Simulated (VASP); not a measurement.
# MnSb (P6_3/mmc) in VASP: further runs

MnSb is run at these levels: PBEsol, r2SCAN; tasks: single point.

All numbers are computed with VASP 6.6.1; they aren't measurements. Logs are shortened: lines on timing, memory, paths and dates and some standing lists are left out, and cuts for length are marked.

## Step 1: The cell of the first run

It takes space group P6_3/mmc (No. 194, hexagonal). Conventional cell: a = 3.995 Å, b = 3.995 Å, c = 5.428 Å, α = 90.00°, β = 90.00°, γ = 120.00°. Within 3.6 Å of Sb (site symmetry -6m2) lie 6 Mn at 2.68 Å and 6 Sb at 3.56 Å. Mn (site symmetry -3m) has 6 Sb at 2.68 Å and 2 Mn at 2.71 Å within 3.5 Å.

## Step 2: Single point, PBEsol, collinear spin, ferromagnetic start

File INCAR:

```
ALGO = Normal ; EDIFF = 1E-6
ENCUT = 520 ; GGA = PS
ISIF = 2 ; ISMEAR = -1
ISPIN = 2 ; LASPH = True
LCHARG = False ; LMAXMIX = 4
LORBIT = 11 ; LREAL = False
LWAVE = False ; MAGMOM = 0 0 4 4
NBANDS = 30 ; NELM = 150
PREC = Accurate ; SIGMA = 0.05
```

File KPOINTS:

```
k-points
0
Gamma
  7 7 5
```

File POSCAR:

```
MnSb
1.0
    3.9953876284      0.0000000000      0.0000000000
   -1.9976938142      3.4601071842      0.0000000000
    0.0000000000      0.0000000000      5.4284273413
Sb Mn
2 2
Direct
    0.6666666667      0.3333333333      0.7500000000
    0.3333333333      0.6666666667      0.2500000000
    0.0000000000      0.0000000000      0.5000000000
    0.0000000000      0.0000000000      0.0000000000
```

Potentials or basis: VASP PAW PBE potentials, release 64 (Sb, Mn_pv).

Run with:

```bash
$ cat potpaw_PBE.64/Sb/POTCAR potpaw_PBE.64/Mn_pv/POTCAR > POTCAR
$ mpirun -np 1 vasp_std > vasp.out
```

OUTCAR:

```text
EDIFF = 1E-6
   ENCUT = 520
   GGA = PS
   ISIF = 2
   ISMEAR = -1
   ISPIN = 2
   LASPH = True
   LORBIT = 11
   LREAL = False
   NELM = 150
   PREC = Accurate

 ion  position               nearest neighbor table
   1  0.667  0.333  0.750-   3 2.68   4 2.68   3 2.68   4 2.68   3 2.68   4 2.68   2 3.56   2 3.56
                             2 3.56   2 3.56   2 3.56   2 3.56
   2  0.333  0.667  0.250-   3 2.68   4 2.68   3 2.68   4 2.68   3 2.68   4 2.68   1 3.56   1 3.56
                             1 3.56   1 3.56   1 3.56   1 3.56
   3  0.000  0.000  0.500-   1 2.68   2 2.68   1 2.68   2 2.68   1 2.68   2 2.68   4 2.71   4 2.71

   4  0.000  0.000  0.000-   1 2.68   2 2.68   1 2.68   2 2.68   1 2.68   2 2.68   3 2.71   3 2.71

  LATTYP: Found a hexagonal cell.
 ALAT       =     3.9953876284
 C/A-ratio  =     1.3586735121

  Lattice vectors:

 A1 = (   3.9953876284,   0.0000000000,   0.0000000000)
 A2 = (  -1.9976938142,   3.4601071842,   0.0000000000)
 A3 = (   0.0000000000,   0.0000000000,   5.4284273413)

Analysis of symmetry for initial positions (statically):
=====================================================================
 Subroutine PRICEL returns:
 Original cell was already a primitive cell.

 Routine SETGRP: Setting up the symmetry group for a
 hexagonal supercell.

 Subroutine GETGRP returns: Found 24 space group operations
 (whereof 12 operations were pure point group operations)
 out of a pool of 24 trial point group operations.

The static configuration has the point symmetry D_3d.
 The point group associated with its full space group is D_6h.

Analysis of symmetry for dynamics (positions and initial velocities):
=====================================================================
 Subroutine PRICEL returns:
 Original cell was already a primitive cell.

 Routine SETGRP: Setting up the symmetry group for a
 hexagonal supercell.

 Subroutine GETGRP returns: Found 24 space group operations
 (whereof 12 operations were pure point group operations)
 out of a pool of 24 trial point group operations.

The dynamic configuration has the point symmetry D_3d.
 The point group associated with its full space group is D_6h.

Analysis of structural, dynamic, and magnetic symmetry:
=====================================================================
 Subroutine PRICEL returns:
 Original cell was already a primitive cell.

 Routine SETGRP: Setting up the symmetry group for a
 hexagonal supercell.

 Subroutine GETGRP returns: Found 24 space group operations
[... 133 lines left out ...]
   LHFCALC =     F    Hartree Fock is set to
   AEXX    =    0.0000 exact exchange contribution
   IVDW    =     0    specifies the selected vdW correction
   LEPSILON=     F    determine dielectric tensor
   LRPA    =     F    only Hartree local field effects (RPA)
 spin polarized calculation
  energy-cutoff  :      520.00
  volume of cell :       75.05
 maximum number of plane-waves:      2043
 NGX is ok and might be reduce to    30
   NGX = 15   NGY = 15   NGZ = 21

 number of electron      35.9999983 magnetization       5.6608796

 Free energy of the ion-electron system (eV)
  ---------------------------------------------------
  ext. energy  EPLUGINS =         0.00000000
  ---------------------------------------------------
  free energy    TOTEN  =       -28.50557083 eV

  energy without entropy =      -28.48166962  energy(sigma->0) =      -28.49362023

 E-fermi :   9.1689     XC(G=0): -11.4105

 val. band max:        9.1648912421   @ k =   0.0000   0.0000   0.0000
 cond. band min:       9.1774563145   @ k =   0.0000   0.0000   0.2000
 fundamental gap:      0.0125650724
 Fermi energy:         9.1688668723

 spin component 1

 k-point     1 :       0.0000    0.0000    0.0000
  band No.  band energies     occupation
      1     -40.2799      1.00000
      2     -40.2799      1.00000
      3     -40.2636      1.00000
      4     -40.2636      1.00000
      5     -40.0377      1.00000
      6     -39.8756      1.00000
[... 781 lines left out ...]
     29      17.1143      0.00000
     30      17.5966      0.00000
 Fermi energy:         9.1688668723

 spin component 2

 k-point     1 :       0.0000    0.0000    0.0000
  band No.  band energies     occupation
      1     -37.2470      1.00000
      2     -37.2470      1.00000
      3     -37.2352      1.00000
      4     -37.2280      1.00000
      5     -37.2280      1.00000
      6     -37.0506      1.00000
[... 781 lines left out ...]
     29      17.5138      0.00000
     30      17.9677      0.00000

------------------------ aborting loop because EDIFF is reached ----------------------------------------

  FORCE on cell =-STRESS in cart. coord.  units (eV):
  Direction    XX          YY          ZZ          XY          YZ          ZX
  --------------------------------------------------------------------------------------
  -------------------------------------------------------------------------------------
  Total        0.0073964      0.0073964      0.0439707      0.0000000      0.0000000      0.0000000
  in kB        0.1579090      0.1579090      0.9387534      0.0000000      0.0000000      0.0000000
  external PRESSURE =       0.4181905 kB  Pullay stress =       0.0000000 kB

 VOLUME and BASIS-vectors are now :
 -----------------------------------------------------------------------------
  energy-cutoff  :      520.00
  volume of cell :       75.05
      direct lattice vectors                 reciprocal lattice vectors
     3.995387628  0.000000000  0.000000000     0.250288606  0.144504194  0.000000000
    -1.997693814  3.460107184  0.000000000     0.000000000  0.289008388  0.000000000
     0.000000000  0.000000000  5.428427341     0.000000000  0.000000000  0.184215416

 POSITION                                       TOTAL-FORCE (eV/Angst)
 -----------------------------------------------------------------------------------
      1.99769      1.15337      4.07132         0.000000     -0.000000      0.000000
     -0.00000      2.30674      1.35711         0.000000      0.000000      0.000000
      0.00000      0.00000      2.71421        -0.000000      0.000000      0.000000
      0.00000      0.00000      0.00000         0.000000      0.000000      0.000000
 -----------------------------------------------------------------------------------
    total drift:                                0.000000     -0.000000      0.000000

  FREE ENERGIE OF THE ION-ELECTRON SYSTEM (eV)
  ---------------------------------------------------
  free  energy   TOTEN  =       -28.5055708333 eV

  energy  without entropy=      -28.4816696196  energy(sigma->0) =      -28.49362023

 total charge

# of ion       s       p       d       tot
------------------------------------------
    1        1.122   1.316   0.063   2.501
    2        1.122   1.316   0.063   2.501
    3        0.302   6.267   5.141  11.710
    4        0.302   6.267   5.141  11.710
--------------------------------------------------
tot          2.848  15.165  10.407  28.421

 magnetization (x)

# of ion       s       p       d       tot
------------------------------------------
    1       -0.005  -0.110   0.007  -0.108
    2       -0.005  -0.110   0.007  -0.108
    3        0.028   0.028   2.801   2.857
    4        0.028   0.028   2.801   2.857
--------------------------------------------------
tot          0.046  -0.165   5.616   5.496
```

stdout:

```text
POSCAR found type information on POSCAR SbMn
 POSCAR found :  2 types and       4 ions
 scaLAPACK will be used
 -----------------------------------------------------------------------------
|                                                                             |
|                                                                             |
|     You enforced a specific xc type in the INCAR file but a different       |
|     I HOPE YOU KNOW WHAT YOU ARE DOING!                                     |
|                                                                             |
 -----------------------------------------------------------------------------

 LDA part: xc-table for (Slater+PW92), standard interpolation
 POSCAR, INCAR and KPOINTS ok, starting setup
 FFT: planning ... GRIDC
 FFT: planning ... GRID_SOFT
 FFT: planning ... GRID
 WAVECAR not read
 entering main loop
```

It took 2.7 min on 1 thread of Oxide Virtual Turin-like, shared host; peak memory 0.22 GiB.

Results:

```yaml
Free_energy: -28.5056 eV
Pressure: 0.0 GPa
Net_moment: 5.66 μB per cell
Site_moments: Sb -0.11; Mn +2.86 μB
Valence_electrons_inside_the_program's_atomic_spheres: Sb 2.50; Mn 11.71
```

Caveat: the PAW data sets were made with another functional, which shifts forces and pressure a little; spin-orbit coupling is left out, which moves the levels of the heavy elements; only a ferromagnetic start was run, and an antiferromagnetic order may lie lower in energy.

(Part 1 of 2 ends here.)
